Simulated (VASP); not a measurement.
# W (I4/mmm) in VASP: notebook

W is run at these levels: PBEsol; tasks: single point.

All numbers are computed with VASP 6.6.1; they aren't measurements. Logs are shortened: lines on timing, memory, paths and dates and some standing lists are left out, and cuts for length are marked.

### 1 The cell of the first run

It takes space group I4/mmm (No. 139, tetragonal). The conventional cell has a = 3.178 Å, b = 3.178 Å, c = 3.060 Å, α = 90.00°, β = 90.00°, γ = 90.00°. Within 3.6 Å of W (site symmetry 4/mmm) lie 14 W at 2.72 to 3.18 Å.

### 2 Single point, PBEsol (uniaxial strain along a: -3.0 %)

Contents of INCAR:

```
SYSTEM = W
PREC     = Accurate       ! precision mode
ENCUT    = 520            ! plane-wave cutoff, eV
EDIFF    = 1E-6           ! SCF threshold, eV
ISMEAR   = 0              ! smearing method
SIGMA    = 0.1            ! smearing width, eV
LREAL    = .FALSE.        ! projectors in reciprocal space
LASPH    = .TRUE.         ! aspherical terms in the spheres
NELM     = 60             ! most SCF steps
ALGO     = Fast           ! electronic algorithm
ISIF     = 2              ! what is computed and relaxed
LWAVE    = .FALSE.        ! write WAVECAR
LCHARG   = .FALSE.        ! write CHGCAR
GGA      = PS             ! functional
NBANDS   = 21             ! bands
```

Contents of KPOINTS:

```
Automatic mesh
0
G
  16 16 16
  0 0 0
```

Contents of POSCAR:

```
W
1.0
    3.0596981360      0.0000000000      0.0000000000
    0.0000000000      3.1779854351      0.0000000000
    0.0000000000      0.0000000000      3.1779854351
W
2
Direct
    0.0000000000      0.0000000000      0.0000000000
    0.5000000000      0.5000000000      0.5000000000
```

Potentials or basis: VASP PAW PBE potentials, release 64 (W_sv).

Command:

```
$ cat potpaw_PBE.64/W_sv/POTCAR > POTCAR
$ mpirun -np 1 vasp_std > vasp.out
```

OUTCAR:

```text
SYSTEM = W
   PREC = Accurate
   ENCUT = 520
   EDIFF = 1E-6
   ISMEAR = 0
   LREAL = .FALSE.
   LASPH = .TRUE.
   NELM = 60
   ISIF = 2
   GGA = PS

 ion  position               nearest neighbor table
   1  0.000  0.000  0.000-   2 2.72   2 2.72   2 2.72   2 2.72   2 2.72   2 2.72   2 2.72   2 2.72

   2  0.500  0.500  0.500-   1 2.72   1 2.72   1 2.72   1 2.72   1 2.72   1 2.72   1 2.72   1 2.72

  LATTYP: Found a simple tetragonal cell.
 ALAT       =     3.1779854351
 C/A-ratio  =     0.9627791563

  Lattice vectors:

 A1 = (   0.0000000000,   3.1779854351,   0.0000000000)
 A2 = (   0.0000000000,   0.0000000000,   3.1779854351)
 A3 = (   3.0596981360,   0.0000000000,   0.0000000000)

Analysis of symmetry for initial positions (statically):
=====================================================================
 Subroutine PRICEL returns following result:

  LATTYP: Found a body centered tetragonal cell.
 ALAT       =     3.1779854351
 C/A-ratio  =     0.9627791563

  Lattice vectors:

 A1 = (  -1.5298490680,   1.5889927176,   1.5889927176)
 A2 = (  -1.5298490680,  -1.5889927176,  -1.5889927176)
 A3 = (   1.5298490680,  -1.5889927176,   1.5889927176)

   2 primitive cells build up your supercell.

 Routine SETGRP: Setting up the symmetry group for a
 simple tetragonal supercell.

 Subroutine GETGRP returns: Found 16 space group operations
 (whereof 16 operations were pure point group operations)
 out of a pool of 16 trial point group operations.

The static configuration has the point symmetry D_4h.

Analysis of symmetry for dynamics (positions and initial velocities):
=====================================================================
 Subroutine PRICEL returns following result:

  LATTYP: Found a body centered tetragonal cell.
 ALAT       =     3.1779854351
 C/A-ratio  =     0.9627791563

  Lattice vectors:

 A1 = (  -1.5298490680,   1.5889927176,   1.5889927176)
 A2 = (  -1.5298490680,  -1.5889927176,  -1.5889927176)
 A3 = (   1.5298490680,  -1.5889927176,   1.5889927176)

   2 primitive cells build up your supercell.

 Routine SETGRP: Setting up the symmetry group for a
 simple tetragonal supercell.
[... 87 lines left out ...]
   total plane-waves  NPLWV =  13824
   dimension x,y,z NGX =    24 NGY =   24 NGZ =   24
   dimension x,y,z NGXF=    48 NGYF=   48 NGZF=   48
   ions per type =               2
   NGX,Y,Z   is equivalent  to a cutoff of  13.04, 12.55, 12.55 a.u.
   NGXF,Y,Z  is equivalent  to a cutoff of  26.08, 25.11, 25.11 a.u.
 SYSTEM =  W
   PREC   = accura    normal or accurate (medium, high low for compatibility)
   ISTART =      0    job   : 0-new  1-cont  2-samecut
   ICHARG =      2    charge: 1-file 2-atom 10-const
   ISPIN  =      1    spin polarized calculation?
   LNONCOLLINEAR =      F non collinear calculations
   LSORBIT =      F    spin-orbit coupling
   LASPH  =      T    aspherical Exc in radial PAW
   ENCUT  =  520.0 eV  38.22 Ry    6.18 a.u.   5.69  5.91  5.91*2*pi/ulx,y,z
   NELM   =     60;   NELMIN=  2; NELMDL= -5     # of ELM steps
   EDIFF  = 0.1E-05   stopping-criterion for ELM
   LREAL  =      F    real-space projection
   EDIFFG = 0.1E-04   stopping-criterion for IOM
   NSW    =      0    number of steps for IOM
   IBRION =     -1    ionic relax: 0-MD 1-quasi-New 2-CG
   NFREE  =      0    steps in history (QN), initial steepest desc. (CG)
   ISIF   =      2    stress and relaxation
   ISYM   =      2    0-nonsym 1-usesym 2-fastsym
   POTIM  = 0.5000    time-step for ionic-motion
   TEBEG  =    0.0;   TEEND  =   0.0 temperature during run
   PSTRESS=    0.0 pullay stress
   NELECT =      28.0000    total number of electrons
   NUPDOWN=      -1.0000    fix difference up-down
   EMIN   =  10.00;   EMAX   =-10.00  energy-range for DOS
   EFERMI =   0.00;   METHOD = LEGACY
   ISMEAR =     0;   SIGMA  =   0.10  broadening in eV -4-tet -1-fermi 0-gaus
   EFERMI_NEDOS =   21; number of points for ismear=-14 and -15
   IALGO  =     68    algorithm
   IMIX   =      4    mixing-type and parameters
     AMIX     =   0.40;   BMIX     =  1.00
     AMIX_MAG =   1.60;   BMIX_MAG =  1.00
  volume/ion in A,a.u.               =      15.45       104.27
  Fermi-wavevector in a.u.,A,eV,Ry     =   1.584164  2.993635 34.144834  2.509574
  Thomas-Fermi vector in A             =   2.683823
   LORBIT       =      0    0 simple, 1 ext, 2 COOP (PROOUT), +10 PAW based schemes
   GGA     = PS    functional components
   LHFCALC =     F    Hartree Fock is set to
   AEXX    =    0.0000 exact exchange contribution
   IVDW    =     0    specifies the selected vdW correction
   LEPSILON=     F    determine dielectric tensor
   LRPA    =     F    only Hartree local field effects (RPA)
 non-spin polarized calculation
 RMM-DIIS sequential band-by-band and
 Gauss-broadening in eV      SIGMA  =   0.10
  energy-cutoff  :      520.00
  volume of cell :       30.90
 maximum number of plane-waves:       848
 NGX is ok and might be reduce to    24
   NGX = 11   NGY = 11   NGZ = 11

 number of electron      27.9999994 magnetization

 Free energy of the ion-electron system (eV)
  ---------------------------------------------------
  ext. energy  EPLUGINS =         0.00000000
  ---------------------------------------------------
  free energy    TOTEN  =       -27.56873900 eV

  energy without entropy =      -27.56369598  energy(sigma->0) =      -27.56621749

 E-fermi :  11.6653     XC(G=0): -13.9062

 val. band max:       11.6622959314   @ k =   0.0000   0.4375   0.4375
 cond. band min:      11.6717499162   @ k =   0.1250   0.3125   0.0000
 fundamental gap:      0.0094539847
 Fermi energy:        11.6652885878

 k-point     1 :       0.0000    0.0000    0.0000
  band No.  band energies     occupation
      1     -62.4629      2.00000
      2     -62.2012      2.00000
      3     -27.0010      2.00000
      4     -27.0010      2.00000
      5     -26.8783      2.00000
      6     -25.9878      2.00000
[... 565 lines left out ...]
     20      17.5003      0.00000
     21      24.8424      0.00000

 [... further k-points ...]
[... 5 lines left out ...]
  --------------------------------------------------------------------------------------
  -------------------------------------------------------------------------------------
  Total        2.8611644      0.3363469      0.3363469      0.0000000      0.0000000      0.0000000
  in kB      148.3443491     17.4387600     17.4387600      0.0000000      0.0000000      0.0000000
  external PRESSURE =      61.0739563 kB  Pullay stress =       0.0000000 kB

 VOLUME and BASIS-vectors are now :
 -----------------------------------------------------------------------------
  energy-cutoff  :      520.00
  volume of cell :       30.90
      direct lattice vectors                 reciprocal lattice vectors
     3.059698136  0.000000000  0.000000000     0.326829627  0.000000000  0.000000000
     0.000000000  3.177985435  0.000000000     0.000000000  0.314664752  0.000000000
     0.000000000  0.000000000  3.177985435     0.000000000  0.000000000  0.314664752

 POSITION                                       TOTAL-FORCE (eV/Angst)
 -----------------------------------------------------------------------------------
      0.00000      0.00000      0.00000         0.000000      0.000000      0.000000
      1.52985      1.58899      1.58899        -0.000000     -0.000000     -0.000000
 -----------------------------------------------------------------------------------
    total drift:                                0.000000      0.000000     -0.000000

  FREE ENERGIE OF THE ION-ELECTRON SYSTEM (eV)
  ---------------------------------------------------
  free  energy   TOTEN  =       -27.5687389987 eV

  energy  without entropy=      -27.5636959846  energy(sigma->0) =      -27.56621749
```

Run time: 74 s. Hardware: 1 thread of Intel Xeon 6975P-C (Granite Rapids), shared host; peak memory 0.3 GiB.

What came out:

* Free energy: -27.5687 eV
* Pressure: 6.1 GPa
* Band gap on the k mesh: zero (bands 14 and 15 overlap by 1.66 eV)

Stress tensor (GPa, compression positive):
```
14.83  0.00  0.00
 0.00  1.74  0.00
 0.00  0.00  1.74
```

Caveat: the cell differs from its parent crystal (uniaxial strain along a: -3.0 %); the cell stands under pressure; the PAW data sets were made with another functional, which shifts forces and pressure a little; spin-orbit coupling is left out, which moves the levels of the heavy elements.

### 3 Single point, PBEsol (uniaxial strain along a: -2.0 %)

Contents of INCAR:

```
  ALGO = Fast
  EDIFF = 1E-6
  ENCUT = 520
  GGA = PS
  ISIF = 2
  ISMEAR = 0
  LASPH = T
  LCHARG = T
  LELF = T
  LREAL = F
  LVHAR = T
  LWAVE = F
  NBANDS = 21
  NELM = 100
  PREC = Accurate
  SIGMA = 0.1
```

Contents of KPOINTS:

```
k-points
0
Gamma
  16 16 16
```

Contents of POSCAR:

```
W
1.0
    3.0912414158      0.0000000000      0.0000000000
    0.0000000000      3.1700996152      0.0000000000
    0.0000000000      0.0000000000      3.1700996152
W
2
Direct
    0.0000000000      0.0000000000      0.0000000000
    0.5000000000      0.5000000000      0.5000000000
```

Potentials or basis: VASP PAW PBE potentials, release 64 (W_sv).

Command:

```
$ cat potpaw_PBE.64/W_sv/POTCAR > POTCAR
$ mpirun -np 1 vasp_std > vasp.out
```

Wall time 70 s (1 thread of Intel Xeon 6975P-C (Granite Rapids), shared host); peak memory 0.3 GiB.

The run converged. Its results:

```yaml
Free_energy: -27.5913 eV
Pressure: 4.2 GPa
Band_gap_on_the_k_mesh: zero (bands 14 and 15 overlap by 1.53 eV)
```

Stress tensor (GPa, compression positive):
```
9.56 0.00 0.00
0.00 1.47 0.00
0.00 0.00 1.47
```

Levels at points of the mesh, in eV from the Fermi level:
```tsv
k point	band 12	band 13	band 14	band 15	band 16	band 17
(0.00, 0.00, 0.00)	-1.52	-1.17	-1.17	2.01	2.49	5.27
(0.50, 0.00, 0.00)	-2.89	-0.71	-0.71	-0.71	-0.71	1.25
(0.00, 0.50, 0.00)	-3.00	-0.63	-0.63	-0.37	-0.37	1.43
(0.50, 0.50, 0.00)	-3.81	0.81	0.81	2.26	2.26	3.32
(0.00, 0.50, 0.50)	-3.46	0.61	0.61	1.86	1.86	3.02
(0.50, 0.50, 0.50)	-3.09	-2.92	-2.92	3.22	3.22	3.45
```

Caveat: the cell differs from its parent crystal (uniaxial strain along a: -2.0 %); the cell stands under pressure; the PAW data sets were made with another functional, which shifts forces and pressure a little; spin-orbit coupling is left out, which moves the levels of the heavy elements.

[end of part 1 of 2]
